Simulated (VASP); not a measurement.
# InP (zincblende type) (F-43m) in VASP: further runs

The runs below take InP (zincblende type) through single point, relaxation of cell and atoms, with LDA.

All numbers are computed with VASP 6.6.1; they aren't measurements. Logs are shortened: lines on timing, memory, paths and dates and some standing lists are left out, and cuts for length are marked.

**1. The cell of the first run**

It takes space group F-43m (No. 216, cubic). Conventional cell: a = 5.827 Å, b = 5.827 Å, c = 5.827 Å, α = 90.00°, β = 90.00°, γ = 90.00°. Within 3.3 Å of In (site symmetry -43m) lie 4 P at 2.52 Å. P (site symmetry -43m) has 4 In at 2.52 Å within 3.3 Å.

**2. Single point, LDA**

INCAR reads:

```
PREC = Accurate
ENCUT = 520
EDIFF = 1E-6
ISMEAR = -1
SIGMA = 0.05
LREAL = F
LASPH = T
NELM = 100
ALGO = Normal
ISIF = 2
LWAVE = F
LCHARG = T
LELF = T
LVHAR = T
NBANDS = 16
```

KPOINTS reads:

```
regular mesh
0
Gamma
  11 11 11
```

POSCAR reads:

```
InP
1.0
    0.0000000000      2.9135738582      2.9135738582
    2.9135738582      0.0000000000      2.9135738582
    2.9135738582      2.9135738582      0.0000000000
In P
1 1
Direct
    0.0000000000      0.0000000000      0.0000000000
    0.2500000000      0.2500000000      0.2500000000
```

Potentials or basis: VASP PAW LDA potentials, release 64 (In_d, P).

Launch:

```
$ cat potpaw_LDA.64/In_d/POTCAR potpaw_LDA.64/P/POTCAR > POTCAR
$ mpirun -np 1 vasp_std > vasp.out
```

OUTCAR:

```text
PREC = Accurate
   ENCUT = 520
   EDIFF = 1E-6
   ISMEAR = -1
   LREAL = F
   LASPH = T
   NELM = 100
   ISIF = 2

 ion  position               nearest neighbor table
   1  0.000  0.000  0.000-   2 2.52   2 2.52   2 2.52   2 2.52
   2  0.250  0.250  0.250-   1 2.52   1 2.52   1 2.52   1 2.52

  LATTYP: Found a face centered cubic cell.
 ALAT       =     5.8271477164

  Lattice vectors:

 A1 = (   0.0000000000,   2.9135738582,   2.9135738582)
 A2 = (   2.9135738582,   0.0000000000,   2.9135738582)
 A3 = (   2.9135738582,   2.9135738582,   0.0000000000)

Analysis of symmetry for initial positions (statically):
=====================================================================
 Subroutine PRICEL returns:
 Original cell was already a primitive cell.

 Routine SETGRP: Setting up the symmetry group for a
 face centered cubic supercell.

 Subroutine GETGRP returns: Found 24 space group operations
 (whereof 24 operations were pure point group operations)
 out of a pool of 48 trial point group operations.

The static configuration has the point symmetry T_d .

Analysis of symmetry for dynamics (positions and initial velocities):
=====================================================================
 Subroutine PRICEL returns:
 Original cell was already a primitive cell.

 Routine SETGRP: Setting up the symmetry group for a
 face centered cubic supercell.

 Subroutine GETGRP returns: Found 24 space group operations
 (whereof 24 operations were pure point group operations)
 out of a pool of 48 trial point group operations.

The dynamic configuration has the point symmetry T_d .

 Subroutine INISYM returns: Found 24 space group operations
 (whereof 24 operations are pure point group operations),
 and found     1 'primitive' translations

----------------------------------------------------------------------------------------

                                     Primitive cell

  volume of cell :      49.4661

  direct lattice vectors                    reciprocal lattice vectors
     0.000000000  2.913573858  2.913573858    -0.171610546  0.171610546  0.171610546
     2.913573858  0.000000000  2.913573858     0.171610546 -0.171610546  0.171610546
     2.913573858  2.913573858  0.000000000     0.171610546  0.171610546 -0.171610546

  length of vectors
     4.120415665  4.120415665  4.120415665     0.297238184  0.297238184  0.297238184

  position of ions in fractional coordinates (direct lattice)
     0.000000000  0.000000000  0.000000000
     0.250000000  0.250000000  0.250000000

  ion indices of the primitive-cell ions
   primitive index   ion index
                 1           1
                 2           2

----------------------------------------------------------------------------------------

 KPOINTS: regular mesh

Automatic generation of k-mesh.
 Grid dimensions read from file:
 generate k-points for:   11   11   11

 Generating k-lattice:

  Cartesian coordinates                     Fractional coordinates (reciprocal lattice)
    -0.015600959  0.015600959  0.015600959     0.090909091  0.000000000  0.000000000
     0.015600959 -0.015600959  0.015600959     0.000000000  0.090909091  0.000000000
     0.015600959  0.015600959 -0.015600959     0.000000000  0.000000000  0.090909091

  Length of vectors
     0.027021653  0.027021653  0.027021653

  Shift w.r.t. Gamma in fractional coordinates (k-lattice)
     0.000000000  0.000000000  0.000000000

 Subroutine IBZKPT returns following result:
 ===========================================

 Found     56 irreducible k-points:

 Following reciprocal coordinates:
            Coordinates               Weight
  0.000000  0.000000  0.000000      1.000000
  0.090909  0.000000  0.000000      8.000000
  0.181818  0.000000  0.000000      8.000000
  0.272727  0.000000  0.000000      8.000000
  0.363636  0.000000  0.000000      8.000000
  0.454545  0.000000  0.000000      8.000000
[... 16 lines left out ...]
 -0.272727  0.181818  0.000000     24.000000
 -0.181818  0.181818  0.000000     12.000000
 [... further k-points ...]
   k-points           NKPTS =     56   k-points in BZ     NKDIM =     56   number of bands    NBANDS=     16
   number of dos      NEDOS =    301   number of ions     NIONS =      2
   total plane-waves  NPLWV =  32768
   dimension x,y,z NGX =    32 NGY =   32 NGZ =   32
   dimension x,y,z NGXF=    64 NGYF=   64 NGZF=   64
   ions per type =               1   1
   NGX,Y,Z   is equivalent  to a cutoff of  12.91, 12.91, 12.91 a.u.
   NGXF,Y,Z  is equivalent  to a cutoff of  25.82, 25.82, 25.82 a.u.
 SYSTEM =  unknown system
   PREC   = accura    normal or accurate (medium, high low for compatibility)
   ISTART =      0    job   : 0-new  1-cont  2-samecut
   ICHARG =      2    charge: 1-file 2-atom 10-const
   ISPIN  =      1    spin polarized calculation?
   LNONCOLLINEAR =      F non collinear calculations
   LSORBIT =      F    spin-orbit coupling
   LASPH  =      T    aspherical Exc in radial PAW
   ENCUT  =  520.0 eV  38.22 Ry    6.18 a.u.   7.66  7.66  7.66*2*pi/ulx,y,z
   NELM   =    100;   NELMIN=  2; NELMDL= -5     # of ELM steps
   EDIFF  = 0.1E-05   stopping-criterion for ELM
   LREAL  =      F    real-space projection
   EDIFFG = 0.1E-04   stopping-criterion for IOM
   NSW    =      0    number of steps for IOM
   IBRION =     -1    ionic relax: 0-MD 1-quasi-New 2-CG
   NFREE  =      0    steps in history (QN), initial steepest desc. (CG)
   ISIF   =      2    stress and relaxation
   ISYM   =      2    0-nonsym 1-usesym 2-fastsym
   POTIM  = 0.5000    time-step for ionic-motion
   TEBEG  =    0.0;   TEEND  =   0.0 temperature during run
   PSTRESS=    0.0 pullay stress
   NELECT =      18.0000    total number of electrons
   NUPDOWN=      -1.0000    fix difference up-down
   EMIN   =  10.00;   EMAX   =-10.00  energy-range for DOS
   EFERMI =   0.00;   METHOD = LEGACY
   ISMEAR =    -1;   SIGMA  =   0.05  broadening in eV -4-tet -1-fermi 0-gaus
   EFERMI_NEDOS =   21; number of points for ismear=-14 and -15
   IALGO  =     38    algorithm
   IMIX   =      4    mixing-type and parameters
     AMIX     =   0.40;   BMIX     =  1.00
     AMIX_MAG =   1.60;   BMIX_MAG =  1.00
  volume/ion in A,a.u.               =      24.73       166.91
  Fermi-wavevector in a.u.,A,eV,Ry     =   1.168772  2.208658 18.585925  1.366027
  Thomas-Fermi vector in A             =   2.305254
   LORBIT       =      0    0 simple, 1 ext, 2 COOP (PROOUT), +10 PAW based schemes
   GGA     = CA    functional components
   LHFCALC =     F    Hartree Fock is set to
   AEXX    =    0.0000 exact exchange contribution
   IVDW    =     0    specifies the selected vdW correction
   LEPSILON=     F    determine dielectric tensor
   LRPA    =     F    only Hartree local field effects (RPA)
 non-spin polarized calculation
  energy-cutoff  :      520.00
  volume of cell :       49.47
 maximum number of plane-waves:      1363
   NGX = 15   NGY = 15   NGZ = 15

 number of electron      17.9999998 magnetization

 Free energy of the ion-electron system (eV)
  ---------------------------------------------------
  ext. energy  EPLUGINS =         0.00000000
  ---------------------------------------------------
  free energy    TOTEN  =        -9.67444014 eV

  energy without entropy =       -9.67443367  energy(sigma->0) =       -9.67443691

 E-fermi :   5.5483     XC(G=0):  -9.6861

 val. band max:        5.2016164306   @ k =   0.0000   0.0000   0.0000
 cond. band min:       5.8069312177   @ k =   0.0000   0.0000   0.0000
 fundamental gap:      0.6053147871
 Fermi energy:         5.5483145897

 k-point     1 :       0.0000    0.0000    0.0000
  band No.  band energies     occupation
      1      -9.0217      2.00000
      2      -9.0217      2.00000
      3      -9.0217      2.00000
      4      -8.8577      2.00000
      5      -8.8577      2.00000
      6      -6.4646      2.00000
[... 8 lines left out ...]
     15      14.6810      0.00000
     16      14.6810      0.00000

 k-point     2 :       0.0909    0.0000    0.0000
  band No.  band energies     occupation
      1      -9.0329      2.00000
      2      -9.0173      2.00000
      3      -9.0173      2.00000
      4      -8.8577      2.00000
      5      -8.8577      2.00000
      6      -6.3660      2.00000
[... 8 lines left out ...]
     15      14.2069      0.00000
     16      14.2069      0.00000

 k-point     3 :       0.1818    0.0000    0.0000
  band No.  band energies     occupation
      1      -9.0618      2.00000
      2      -9.0061      2.00000
      3      -9.0061      2.00000
      4      -8.8570      2.00000
      5      -8.8570      2.00000
      6      -6.0802      2.00000
[... 8 lines left out ...]
     15      13.7366      0.00000
     16      14.4568      0.00000

 k-point     4 :       0.2727    0.0000    0.0000
  band No.  band energies     occupation
      1      -9.0977      2.00000
      2      -8.9936      2.00000
      3      -8.9936      2.00000
      4      -8.8539      2.00000
      5      -8.8539      2.00000
      6      -5.6400      2.00000
[... 8 lines left out ...]
     15      13.8339      0.00000
     16      14.0351      0.00000

 k-point     5 :       0.3636    0.0000    0.0000
  band No.  band energies     occupation
      1      -9.1289      2.00000
      2      -8.9845      2.00000
      3      -8.9845      2.00000
      4      -8.8485      2.00000
      5      -8.8485      2.00000
      6      -5.1230      2.00000
[... 8 lines left out ...]
     15      14.5669      0.00000
     16      14.5669      0.00000

 k-point     6 :       0.4545    0.0000    0.0000
  band No.  band energies     occupation
      1      -9.1469      2.00000
      2      -8.9804      2.00000
      3      -8.9804      2.00000
      4      -8.8439      2.00000
      5      -8.8439      2.00000
      6      -4.7166      2.00000
[... 8 lines left out ...]
     15      15.5919      0.00000
     16      15.5919      0.00000

 k-point     7 :       0.0909    0.0909    0.0000
  band No.  band energies     occupation
      1      -9.0412      2.00000
      2      -9.0131      2.00000
      3      -9.0131      2.00000
      4      -8.8612      2.00000
      5      -8.8546      2.00000
      6      -6.3334      2.00000
[... 8 lines left out ...]
     15      14.2803      0.00000
     16      14.7556      0.00000

 k-point     8 :       0.1818    0.0909    0.0000
  band No.  band energies     occupation
      1      -9.0652      2.00000
      2      -9.0039      2.00000
      3      -9.0019      2.00000
      4      -8.8643      2.00000
      5      -8.8517      2.00000
      6      -6.1104      2.00000
[... 8 lines left out ...]
     15      14.5119      0.00000
     16      15.0334      0.00000

 k-point     9 :       0.2727    0.0909    0.0000
  band No.  band energies     occupation
      1      -9.0962      2.00000
      2      -8.9935      2.00000
      3      -8.9888      2.00000
      4      -8.8646      2.00000
      5      -8.8480      2.00000
      6      -5.7206      2.00000
[... 8 lines left out ...]
     15      14.4581      0.00000
     16      14.8566      0.00000
[... 172 lines left out ...]
 k-point    19 :       0.3636    0.1818    0.0000
  band No.  band energies     occupation
      1      -9.1402      2.00000
      2      -8.9706      2.00000
      3      -8.9637      2.00000
      4      -8.8768      2.00000
      5      -8.8379      2.00000
      6      -5.1724      2.00000
[... 8 lines left out ...]
     15      15.4253      0.00000
     16      16.0144      0.00000

 k-point    20 :       0.4545    0.1818    0.0000
  band No.  band energies     occupation
      1      -9.1555      2.00000
      2      -8.9687      2.00000
      3      -8.9579      2.00000
      4      -8.8704      2.00000
      5      -8.8372      2.00000
      6      -4.6925      2.00000
[... 8 lines left out ...]
     15      16.0333      0.00000
     16      16.1077      0.00000

 k-point    21 :      -0.4545    0.1818    0.0000
  band No.  band energies     occupation
      1      -9.1596      2.00000
      2      -8.9700      2.00000
      3      -8.9576      2.00000
      4      -8.8612      2.00000
      5      -8.8421      2.00000
      6      -4.4161      2.00000
[... 8 lines left out ...]
     15      15.4005      0.00000
     16      16.0991      0.00000

 k-point    22 :      -0.3636    0.1818    0.0000
  band No.  band energies     occupation
      1      -9.1516      2.00000
      2      -8.9725      2.00000
      3      -8.9625      2.00000
      4      -8.8535      2.00000
      5      -8.8514      2.00000
      6      -4.5702      2.00000
[... 8 lines left out ...]
     15      14.7648      0.00000
     16      16.1122      0.00000

 k-point    23 :      -0.2727    0.1818    0.0000
  band No.  band energies     occupation
      1      -9.1332      2.00000
      2      -8.9766      2.00000
      3      -8.9730      2.00000
      4      -8.8601      2.00000
      5      -8.8495      2.00000
      6      -5.0162      2.00000
[... 8 lines left out ...]
     15      15.5912      0.00000
     16      16.4464      0.00000

 k-point    24 :      -0.1818    0.1818    0.0000
  band No.  band energies     occupation
      1      -9.1082      2.00000
      2      -8.9876      2.00000
      3      -8.9835      2.00000
      4      -8.8636      2.00000
      5      -8.8492      2.00000
      6      -5.4935      2.00000
[... 8 lines left out ...]
     15      14.9442      0.00000
     16      16.2312      0.00000

 [... further k-points ...]
[... 5 lines left out ...]
  --------------------------------------------------------------------------------------
  -------------------------------------------------------------------------------------
  Total        0.0026941      0.0026941      0.0026941      0.0000000      0.0000000     -0.0000000
  in kB        0.0872598      0.0872598      0.0872598      0.0000000      0.0000000     -0.0000000
  external PRESSURE =       0.0872598 kB  Pullay stress =       0.0000000 kB

 VOLUME and BASIS-vectors are now :
 -----------------------------------------------------------------------------
  energy-cutoff  :      520.00
  volume of cell :       49.47
      direct lattice vectors                 reciprocal lattice vectors
     0.000000000  2.913573858  2.913573858    -0.171610546  0.171610546  0.171610546
     2.913573858  0.000000000  2.913573858     0.171610546 -0.171610546  0.171610546
     2.913573858  2.913573858  0.000000000     0.171610546  0.171610546 -0.171610546

 POSITION                                       TOTAL-FORCE (eV/Angst)
 -----------------------------------------------------------------------------------
      0.00000      0.00000      0.00000        -0.000000      0.000000      0.000000
      1.45679      1.45679      1.45679         0.000000     -0.000000     -0.000000
 -----------------------------------------------------------------------------------
    total drift:                               -0.000000     -0.000000      0.000000

  FREE ENERGIE OF THE ION-ELECTRON SYSTEM (eV)
  ---------------------------------------------------
  free  energy   TOTEN  =        -9.6744401412 eV

  energy  without entropy=       -9.6744336712  energy(sigma->0) =       -9.67443691
```

Wall time 13 s (1 thread of Intel Xeon 6975P-C (Granite Rapids), shared host); peak memory 0.18 GiB.

What came out:

| Item | Value |
| --- | --- |
| Free energy | -9.6744 eV |
| Pressure | 0.0 GPa |
| Band gap on the k mesh | 0.61 eV, direct |

Caveat: spin-orbit coupling is left out, which moves the levels of the heavy elements. As with any semilocal functional, this LDA gap is likely too small.

**3. Relaxation of cell and atoms, LDA**

This run uses another cell than the first one, of 26.16 Å³/atom, 1.058 times its volume.

INCAR reads:

```
  PREC = Accurate
  ENCUT = 600
  EDIFF = 1E-6
  ISMEAR = -1
  SIGMA = 0.05
  LREAL = F
  LASPH = T
  NELM = 80
  ALGO = Normal
  ISIF = 3
  LWAVE = F
  LCHARG = F
  GGA = CA
  IBRION = 2
  NSW = 60
  EDIFFG = -0.005
```

KPOINTS reads:

```
Automatic mesh
0
Gamma
  11 11 11
```

POSCAR reads:

```
InP
1.0
    0.0000000000      2.9685087443      2.9685087443
    2.9685087443      0.0000000000      2.9685087443
    2.9685087443      2.9685087443      0.0000000000
In P
1 1
Direct
    0.0000000000      0.0000000000      0.0000000000
    0.2500000000      0.2500000000      0.2500000000
```

Potentials or basis: VASP PAW LDA potentials, release 64 (In_d, P).

Launch:

```
$ cat potpaw_LDA.64/In_d/POTCAR potpaw_LDA.64/P/POTCAR > POTCAR
$ mpirun -np 1 vasp_std > vasp.out
```

Wall time 37 s (1 thread of Intel Xeon 6975P-C (Granite Rapids), shared host); peak memory 0.21 GiB.

The run converged. Its results:

* Free energy: -9.6748 eV
* Relaxed volume: 24.76 Å³/atom
* Relaxed cell: a = 4.122 Å, b = 4.122 Å, c = 4.122 Å, α = 60.00°, β = 60.00°, γ = 60.00°
* Space group after relaxing (to 0.05 Å): F-43m (No. 216)
* Energy gained by relaxing: 15.9 meV/atom
* Ionic steps: 3
* Pressure after relaxing: 0.0 GPa
* Band gap on the k mesh: 0.60 eV, direct

The path:
| step | energy change (eV) | largest force (eV/Å) | pressure (GPa) | volume (Å³) |
| --- | --- | --- | --- | --- |
| 1 | 0.0000 | 0.0000 | -3.47 | 52.32 |
| 2 | -0.0231 | 0.0000 | 2.13 | 48.15 |
| 3 | -0.0319 | 0.0000 | -0.03 | 49.51 |

Final structure:
```
In P
1.0
     0.00000    2.91451    2.91451
     2.91451    0.00000    2.91451
     2.91451    2.91451    0.00000
In P
1 1
Direct
  0.00000 0.00000 0.00000
  0.25000 0.25000 0.25000
```

Levels at points of the mesh, in eV from the valence-band top:
```
           k point  band 6  band 7  band 8  band 9  band 10  band 11  band 12  band 13
(0.00, 0.00, 0.00)  -11.66    0.00    0.00    0.00     0.60     3.96     3.96     3.96
```

Caveat: spin-orbit coupling is left out, which moves the levels of the heavy elements.

[end of part 1 of 2]
